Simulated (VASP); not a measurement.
# ZnS (F-43m) in VASP: notebook

ZnS is run at these levels: r2SCAN; tasks: single point.

Program: VASP 6.6.1. These are calculated values, not measurements. Logs are shortened: lines on timing, memory, paths and dates and some standing lists are left out, and cuts for length are marked.

**Measured values to compare with.**

From “Electronic, vibrational, and thermodynamic properties of ZnS (zincblende and rocksalt structure)”, 2009, arxiv:0911.5022, for a bulk crystal of ZnS at 19 K: band gap 3.85 eV (direct).

The runs below are set against these values where they give the same quantity.

**1. The cell of the first run**

The structure is cubic, space group F-43m (No. 216). The conventional cell has a = 5.390 Å, b = 5.390 Å, c = 5.390 Å, α = 90.00°, β = 90.00°, γ = 90.00°. Zn (site symmetry -43m) has 4 S at 2.33 Å within 3.1 Å. S (site symmetry -43m) has 4 Zn at 2.33 Å within 3.1 Å.

**2. Single point, r2SCAN**

Contents of POSCAR:

```
ZnS
1.0
    0.0000000000      2.6951814878      2.6951814878
    2.6951814878      0.0000000000      2.6951814878
    2.6951814878      2.6951814878      0.0000000000
Zn S
1 1
Direct
    0.2500000000      0.2500000000      0.2500000000
    0.0000000000      0.0000000000      0.0000000000
```

Contents of INCAR.step1:

```
  PREC = Accurate
  ENCUT = 520
  ISMEAR = -1
  SIGMA = 0.02
  LREAL = False
  LASPH = True
  NELM = 100
  NBANDS = 16
  GGA = PE
  ALGO = Normal
  EDIFF = 1E-4
  LWAVE = True
  LCHARG = False
```

Contents of INCAR.step2:

```
  PREC = Accurate
  ENCUT = 520
  EDIFF = 1E-6
  ISMEAR = -1
  SIGMA = 0.02
  LREAL = False
  LASPH = True
  NELM = 100
  ALGO = Normal
  ISIF = 2
  LWAVE = False
  LCHARG = False
  METAGGA = R2SCAN
  LMIXTAU = True
  NBANDS = 16
  ISTART = 1
```

Contents of KPOINTS:

```
regular mesh
0
Gamma
  8 8 8
```

Potentials or basis: VASP PAW PBE potentials, release 64 (Zn, S).

On the command line:

```
cat potpaw_PBE.64/Zn/POTCAR potpaw_PBE.64/S/POTCAR > POTCAR
cp INCAR.step1 INCAR
mpirun -np 1 vasp_std > vasp.out
cp INCAR.step2 INCAR
mpirun -np 1 vasp_std > vasp.out
```

OUTCAR:

```text
PREC = Accurate
   ENCUT = 520
   EDIFF = 1E-6
   ISMEAR = -1
   LREAL = False
   LASPH = True
   NELM = 100
   ISIF = 2
   METAGGA = R2SCAN
   ISTART = 1

 ion  position               nearest neighbor table
   1  0.250  0.250  0.250-   2 2.33   2 2.33   2 2.33   2 2.33
   2  0.000  0.000  0.000-   1 2.33   1 2.33   1 2.33   1 2.33

  LATTYP: Found a face centered cubic cell.
 ALAT       =     5.3903629756

  Lattice vectors:

 A1 = (   0.0000000000,   2.6951814878,   2.6951814878)
 A2 = (   2.6951814878,   0.0000000000,   2.6951814878)
 A3 = (   2.6951814878,   2.6951814878,   0.0000000000)

Analysis of symmetry for initial positions (statically):
=====================================================================
 Subroutine PRICEL returns:
 Original cell was already a primitive cell.

 Routine SETGRP: Setting up the symmetry group for a
 face centered cubic supercell.

 Subroutine GETGRP returns: Found 24 space group operations
 (whereof 24 operations were pure point group operations)
 out of a pool of 48 trial point group operations.

The static configuration has the point symmetry T_d .

Analysis of symmetry for dynamics (positions and initial velocities):
=====================================================================
 Subroutine PRICEL returns:
 Original cell was already a primitive cell.

 Routine SETGRP: Setting up the symmetry group for a
 face centered cubic supercell.

 Subroutine GETGRP returns: Found 24 space group operations
 (whereof 24 operations were pure point group operations)
 out of a pool of 48 trial point group operations.

The dynamic configuration has the point symmetry T_d .

 Subroutine INISYM returns: Found 24 space group operations
 (whereof 24 operations are pure point group operations),
 and found     1 'primitive' translations

----------------------------------------------------------------------------------------

                                     Primitive cell

  volume of cell :      39.1556

  direct lattice vectors                    reciprocal lattice vectors
     0.000000000  2.695181488  2.695181488    -0.185516264  0.185516264  0.185516264
     2.695181488  0.000000000  2.695181488     0.185516264 -0.185516264  0.185516264
[... 78 lines left out ...]
   ICHARG =      0    charge: 1-file 2-atom 10-const
   ISPIN  =      1    spin polarized calculation?
   LNONCOLLINEAR =      F non collinear calculations
   LSORBIT =      F    spin-orbit coupling
   LASPH  =      T    aspherical Exc in radial PAW
   ENCUT  =  520.0 eV  38.22 Ry    6.18 a.u.   7.09  7.09  7.09*2*pi/ulx,y,z
   NELM   =    100;   NELMIN=  2; NELMDL=  0     # of ELM steps
   EDIFF  = 0.1E-05   stopping-criterion for ELM
   LREAL  =      F    real-space projection
   EDIFFG = 0.1E-04   stopping-criterion for IOM
   NSW    =      0    number of steps for IOM
   IBRION =     -1    ionic relax: 0-MD 1-quasi-New 2-CG
   NFREE  =      0    steps in history (QN), initial steepest desc. (CG)
   ISIF   =      2    stress and relaxation
   ISYM   =      2    0-nonsym 1-usesym 2-fastsym
   POTIM  = 0.5000    time-step for ionic-motion
   TEBEG  =    0.0;   TEEND  =   0.0 temperature during run
   PSTRESS=    0.0 pullay stress
   NELECT =      18.0000    total number of electrons
   NUPDOWN=      -1.0000    fix difference up-down
   EMIN   =  10.00;   EMAX   =-10.00  energy-range for DOS
   EFERMI =   0.00;   METHOD = LEGACY
   ISMEAR =    -1;   SIGMA  =   0.02  broadening in eV -4-tet -1-fermi 0-gaus
   EFERMI_NEDOS =   21; number of points for ismear=-14 and -15
   IALGO  =     38    algorithm
   IMIX   =      4    mixing-type and parameters
     AMIX     =   0.40;   BMIX     =  1.00
     AMIX_MAG =   1.60;   BMIX_MAG =  1.00
  volume/ion in A,a.u.               =      19.58       132.12
  Fermi-wavevector in a.u.,A,eV,Ry     =   1.263478  2.387627 21.720020  1.596376
  Thomas-Fermi vector in A             =   2.396833
   LORBIT       =      0    0 simple, 1 ext, 2 COOP (PROOUT), +10 PAW based schemes
   METAGGA = R2SCAN    functional components
   LHFCALC =     F    Hartree Fock is set to
   AEXX    =    0.0000 exact exchange contribution
   IVDW    =     0    specifies the selected vdW correction
   LEPSILON=     F    determine dielectric tensor
   LRPA    =     F    only Hartree local field effects (RPA)
 non-spin polarized calculation
  energy-cutoff  :      520.00
  volume of cell :       39.16
 maximum number of plane-waves:      1067
   NGX = 15   NGY = 15   NGZ = 15

 number of electron      18.0000005 magnetization

 Free energy of the ion-electron system (eV)
  ---------------------------------------------------
  ext. energy  EPLUGINS =         0.00000000
  ---------------------------------------------------
  free energy    TOTEN  =       -18.86622057 eV

  energy without entropy =      -18.86622057  energy(sigma->0) =      -18.86622057

 E-fermi :   2.2876     XC(G=0): -10.3226

 val. band max:        1.9023106992   @ k =   0.0000   0.0000   0.0000
 cond. band min:       4.6122507866   @ k =   0.0000   0.0000   0.0000
 fundamental gap:      2.7099400874
 Fermi energy:         2.2875624817

 k-point     1 :       0.0000    0.0000    0.0000
  band No.  band energies     occupation
      1     -11.8277      2.00000
      2      -4.6275      2.00000
      3      -4.6275      2.00000
      4      -4.6274      2.00000
      5      -4.0717      2.00000
      6      -4.0717      2.00000
[... 433 lines left out ...]
      3      -4.4258      2.00000
      4      -4.1322      2.00000
      5      -4.0605      2.00000
      6      -3.8028      2.00000
[... 8 lines left out ...]
     15      16.0813      0.00000
     16      16.9497      0.00000

 [... further k-points ...]

------------------------ aborting loop because EDIFF is reached ----------------------------------------

  FORCE on cell =-STRESS in cart. coord.  units (eV):
  Direction    XX          YY          ZZ          XY          YZ          ZX
  --------------------------------------------------------------------------------------
  -------------------------------------------------------------------------------------
  Total       -0.0128869     -0.0128869     -0.0128869      0.0000000      0.0000000     -0.0000000
  in kB       -0.5273078     -0.5273078     -0.5273078      0.0000000      0.0000000     -0.0000000
  external PRESSURE =      -0.5273078 kB  Pullay stress =       0.0000000 kB

 VOLUME and BASIS-vectors are now :
 -----------------------------------------------------------------------------
  energy-cutoff  :      520.00
  volume of cell :       39.16
      direct lattice vectors                 reciprocal lattice vectors
     0.000000000  2.695181488  2.695181488    -0.185516264  0.185516264  0.185516264
     2.695181488  0.000000000  2.695181488     0.185516264 -0.185516264  0.185516264
     2.695181488  2.695181488  0.000000000     0.185516264  0.185516264 -0.185516264

 POSITION                                       TOTAL-FORCE (eV/Angst)
 -----------------------------------------------------------------------------------
      1.34759      1.34759      1.34759        -0.000000     -0.000000      0.000000
      0.00000      0.00000      0.00000         0.000000      0.000000     -0.000000
 -----------------------------------------------------------------------------------
    total drift:                               -0.000011     -0.000011     -0.000011

  FREE ENERGIE OF THE ION-ELECTRON SYSTEM (eV)
  ---------------------------------------------------
  free  energy   TOTEN  =       -18.8662205719 eV

  energy  without entropy=      -18.8662205719  energy(sigma->0) =      -18.86622057
```

OSZICAR.step1:

```text
N       E                     dE             d eps       ncg     rms          rms(c)
DAV:   1     0.848560904173E+02    0.84856E+02   -0.85836E+03   928   0.133E+03
DAV:   2    -0.175246768661E+01   -0.86609E+02   -0.80278E+02  1024   0.261E+02
DAV:   3    -0.721822293611E+01   -0.54658E+01   -0.54348E+01  1184   0.611E+01
DAV:   4    -0.727030592333E+01   -0.52083E-01   -0.52071E-01  1072   0.630E+00
DAV:   5    -0.727084592721E+01   -0.54000E-03   -0.53999E-03  1224   0.615E-01    0.696E+00
DAV:   6    -0.686413859266E+01    0.40671E+00   -0.73618E-01  1384   0.301E+01    0.543E+00
DAV:   7    -0.684354107141E+01    0.20598E-01   -0.25139E-01  1104   0.454E+00    0.277E+00
DAV:   8    -0.684281116432E+01    0.72991E-03   -0.51798E-03  1160   0.893E-01    0.727E-01
DAV:   9    -0.684304259218E+01   -0.23143E-03   -0.12769E-03  1096   0.284E-01    0.951E-02
DAV:  10    -0.684321215873E+01   -0.16957E-03   -0.23720E-04  1136   0.125E-01    0.449E-02
DAV:  11    -0.684320220249E+01    0.99562E-05   -0.30892E-05   568   0.620E-02
   1 F= -.68432022E+01 E0= -.68432022E+01  d E =-.757714E-11
```

Run time: 30 s. Hardware: 1 thread of Intel Xeon 6975P-C (Granite Rapids), shared host; peak memory 0.17 GiB.

What came out:

```yaml
Free_energy: -18.8662 eV
Pressure: -0.1 GPa
Band_gap_on_the_k_mesh: 2.71 eV, direct
```

Levels at points of the mesh, in eV from the valence-band top:
```tsv
k point	band 6	band 7	band 8	band 9	band 10	band 11	band 12	band 13
(0.00, 0.00, 0.00)	-5.97	0.00	0.00	0.00	2.71	6.90	6.90	6.90
(0.50, 0.00, 0.00)	-5.77	-5.45	-0.90	-0.90	3.83	7.39	7.39	9.45
(0.50, 0.50, 0.00)	-5.76	-4.64	-2.31	-2.31	3.71	4.48	11.82	12.88
```

Caveat: the PAW data sets were made with another functional, which shifts forces and pressure a little.

**3. Single point, r2SCAN**

This run uses another cell than the first one, of 18.40 Å³/atom, 0.940 times its volume.

Contents of POSCAR:

```
ZnS
1.0
    0.0000000000      2.6401623500      2.6401623500
    2.6401623500      0.0000000000      2.6401623500
    2.6401623500      2.6401623500      0.0000000000
Zn S
1 1
Direct
    0.2500000000      0.2500000000      0.2500000000
    0.0000000000      0.0000000000      0.0000000000
```

Contents of INCAR.step1:

```
SYSTEM = ZnS
PREC = Accurate ; ENCUT = 520
ISMEAR = -1 ; SIGMA = 0.02
LREAL = .FALSE. ; LASPH = .TRUE.
NELM = 100 ; NBANDS = 16
GGA = PE ; ALGO = Normal
EDIFF = 1E-4 ; LWAVE = .TRUE.
LCHARG = .FALSE.
```

Contents of INCAR.step2:

```
SYSTEM = ZnS
PREC = Accurate ; ENCUT = 520
EDIFF = 1E-6 ; ISMEAR = -1
SIGMA = 0.02 ; LREAL = .FALSE.
LASPH = .TRUE. ; NELM = 100
ALGO = Normal ; ISIF = 2
LWAVE = .FALSE. ; LCHARG = .TRUE.
METAGGA = R2SCAN ; LMIXTAU = .TRUE.
LELF = .TRUE. ; LVHAR = .TRUE.
NBANDS = 16 ; ISTART = 1
```

Contents of KPOINTS:

```
regular mesh
0
G
  10 10 10
  0 0 0
```

Potentials or basis: VASP PAW PBE potentials, release 64 (Zn, S).

On the command line:

```
cat potpaw_PBE.64/Zn/POTCAR potpaw_PBE.64/S/POTCAR > POTCAR
cp INCAR.step1 INCAR
mpirun -np 1 vasp_std > vasp.out
cp INCAR.step2 INCAR
mpirun -np 1 vasp_std > vasp.out
```

Run time: 54 s. Hardware: 1 thread of Intel Xeon 6975P-C (Granite Rapids), shared host; peak memory 0.17 GiB.

The run converged. Its results:

| Quantity | Value |
| --- | --- |
| Free energy | -18.8291 eV |
| Pressure | 5.5 GPa |
| Band gap on the k mesh | 3.01 eV, direct |

Levels at points of the mesh, in eV from the valence-band top:
```
           k point  band 6  band 7  band 8  band 9  band 10  band 11  band 12  band 13
(0.00, 0.00, 0.00)   -6.17    0.00    0.00    0.00     3.01     6.84     6.84     6.84
(0.50, 0.00, 0.00)   -5.98   -5.85   -1.00   -1.00     3.95     7.34     7.34     9.68
(0.50, 0.50, 0.00)   -5.93   -4.90   -2.55   -2.55     3.57     4.45    12.33    13.31
```

Caveat: the PAW data sets were made with another functional, which shifts forces and pressure a little. r2SCAN opens gaps a little over a GGA but as a rule still falls short of measured ones.

**4. Single point, r2SCAN**

This run uses another cell than the first one, of 18.79 Å³/atom, 0.960 times its volume.

Contents of POSCAR:

```
ZnS
1.0
    0.0000000000      2.6587556500      2.6587556500
    2.6587556500      0.0000000000      2.6587556500
    2.6587556500      2.6587556500      0.0000000000
Zn S
1 1
Direct
    0.2500000000      0.2500000000      0.2500000000
    0.0000000000      0.0000000000      0.0000000000
```

Contents of INCAR.step1:

```
ALGO     = Normal         # electronic algorithm
EDIFF    = 1E-4           # SCF threshold, eV
ENCUT    = 520            # plane-wave cutoff, eV
GGA      = PE             # functional
ISMEAR   = -1             # smearing method
LASPH    = T              # aspherical terms in the spheres
LCHARG   = F              # write CHGCAR
LREAL    = F              # projectors in reciprocal space
LWAVE    = T              # write WAVECAR
NBANDS   = 16             # bands
NELM     = 60             # most SCF steps
PREC     = Accurate       # precision mode
SIGMA    = 0.02           # smearing width, eV
```

Contents of INCAR.step2:

```
ALGO     = Normal         # electronic algorithm
EDIFF    = 1E-6           # SCF threshold, eV
ENCUT    = 520            # plane-wave cutoff, eV
ISIF     = 2              # what is computed and relaxed
ISMEAR   = -1             # smearing method
ISTART   = 1            
LASPH    = T              # aspherical terms in the spheres
LCHARG   = F              # write CHGCAR
LMIXTAU  = T            
LREAL    = F              # projectors in reciprocal space
LWAVE    = F              # write WAVECAR
METAGGA  = R2SCAN         # meta-GGA
NBANDS   = 16             # bands
NELM     = 60             # most SCF steps
PREC     = Accurate       # precision mode
SIGMA    = 0.02           # smearing width, eV
```

Contents of KPOINTS:

```
k-points
0
Gamma
  10 10 10
```

Potentials or basis: VASP PAW PBE potentials, release 64 (Zn, S).

On the command line:

```
cat potpaw_PBE.64/Zn/POTCAR potpaw_PBE.64/S/POTCAR > POTCAR
cp INCAR.step1 INCAR
mpirun -np 1 vasp_std > vasp.out
cp INCAR.step2 INCAR
mpirun -np 1 vasp_std > vasp.out
```

OUTCAR:

```text
EDIFF = 1E-6
   ENCUT = 520
   ISIF = 2
   ISMEAR = -1
   ISTART = 1
   LASPH = T
   LREAL = F
   METAGGA = R2SCAN
   NELM = 60
   PREC = Accurate

 ion  position               nearest neighbor table
   1  0.250  0.250  0.250-   2 2.30   2 2.30   2 2.30   2 2.30
   2  0.000  0.000  0.000-   1 2.30   1 2.30   1 2.30   1 2.30

  LATTYP: Found a face centered cubic cell.
 ALAT       =     5.3175113000

  Lattice vectors:

 A1 = (   0.0000000000,   2.6587556500,   2.6587556500)
 A2 = (   2.6587556500,   0.0000000000,   2.6587556500)
 A3 = (   2.6587556500,   2.6587556500,   0.0000000000)

Analysis of symmetry for initial positions (statically):
=====================================================================
 Subroutine PRICEL returns:
 Original cell was already a primitive cell.

 Routine SETGRP: Setting up the symmetry group for a
 face centered cubic supercell.

 Subroutine GETGRP returns: Found 24 space group operations
 (whereof 24 operations were pure point group operations)
 out of a pool of 48 trial point group operations.

The static configuration has the point symmetry T_d .

Analysis of symmetry for dynamics (positions and initial velocities):
[... 159 lines left out ...]

 val. band max:        2.2996722707   @ k =   0.0000   0.0000   0.0000
 cond. band min:       5.2036770800   @ k =   0.0000   0.0000   0.0000
 fundamental gap:      2.9040048094
 Fermi energy:         2.7718921704

 k-point     1 :       0.0000    0.0000    0.0000
  band No.  band energies     occupation
      1     -11.7378      2.00000
      2      -4.4077      2.00000
      3      -4.4077      2.00000
      4      -4.4077      2.00000
      5      -3.7977      2.00000
      6      -3.7977      2.00000
[... 433 lines left out ...]
      3      -4.1206      2.00000
      4      -4.1097      2.00000
      5      -3.7791      2.00000
      6      -3.7309      2.00000
[... 8 lines left out ...]
     15      16.4031      0.00000
     16      19.2860      0.00000

 [... further k-points ...]

------------------------ aborting loop because EDIFF is reached ----------------------------------------

  FORCE on cell =-STRESS in cart. coord.  units (eV):
  Direction    XX          YY          ZZ          XY          YZ          ZX
  --------------------------------------------------------------------------------------
  -------------------------------------------------------------------------------------
  Total        0.8081486      0.8081486      0.8081486      0.0000000      0.0000000      0.0000000
  in kB       34.4458198     34.4458198     34.4458198      0.0000000      0.0000000      0.0000000
  external PRESSURE =      34.4458198 kB  Pullay stress =       0.0000000 kB

 VOLUME and BASIS-vectors are now :
 -----------------------------------------------------------------------------
  energy-cutoff  :      520.00
  volume of cell :       37.59
      direct lattice vectors                 reciprocal lattice vectors
     0.000000000  2.658755650  2.658755650    -0.188057898  0.188057898  0.188057898
     2.658755650  0.000000000  2.658755650     0.188057898 -0.188057898  0.188057898
     2.658755650  2.658755650  0.000000000     0.188057898  0.188057898 -0.188057898

 POSITION                                       TOTAL-FORCE (eV/Angst)
 -----------------------------------------------------------------------------------
      1.32938      1.32938      1.32938         0.000000      0.000000      0.000000
      0.00000      0.00000      0.00000        -0.000000     -0.000000     -0.000000
 -----------------------------------------------------------------------------------
    total drift:                               -0.000013     -0.000013     -0.000013

  FREE ENERGIE OF THE ION-ELECTRON SYSTEM (eV)
  ---------------------------------------------------
  free  energy   TOTEN  =       -18.8507099740 eV

  energy  without entropy=      -18.8507099740  energy(sigma->0) =      -18.85070997
```

OUTCAR.step1:

```text
EDIFF = 1E-4
   ENCUT = 520
   GGA = PE
   ISMEAR = -1
   LASPH = T
   LREAL = F
[... 674 lines left out ...]
 -----------------------------------------------------------------------------------
      1.32938      1.32938      1.32938        -0.000000     -0.000000     -0.000000
      0.00000      0.00000      0.00000         0.000000      0.000000      0.000000
 -----------------------------------------------------------------------------------
    total drift:                               -0.000002     -0.000002     -0.000002

  FREE ENERGIE OF THE ION-ELECTRON SYSTEM (eV)
  ---------------------------------------------------
  free  energy   TOTEN  =        -6.8034547569 eV

  energy  without entropy=       -6.8034547569  energy(sigma->0) =       -6.80345476
```

Wall time 50 s (1 thread of Intel Xeon 6975P-C (Granite Rapids), shared host); peak memory 0.17 GiB.

Results:

| Property | Result |
| --- | --- |
| Free energy | -18.8507 eV |
| Pressure | 3.4 GPa |
| Band gap on the k mesh | 2.90 eV, direct |

Caveat: the PAW data sets were made with another functional, which shifts forces and pressure a little. r2SCAN opens gaps a little over a GGA but as a rule still falls short of measured ones.

(Continued in part 2 of 2.)
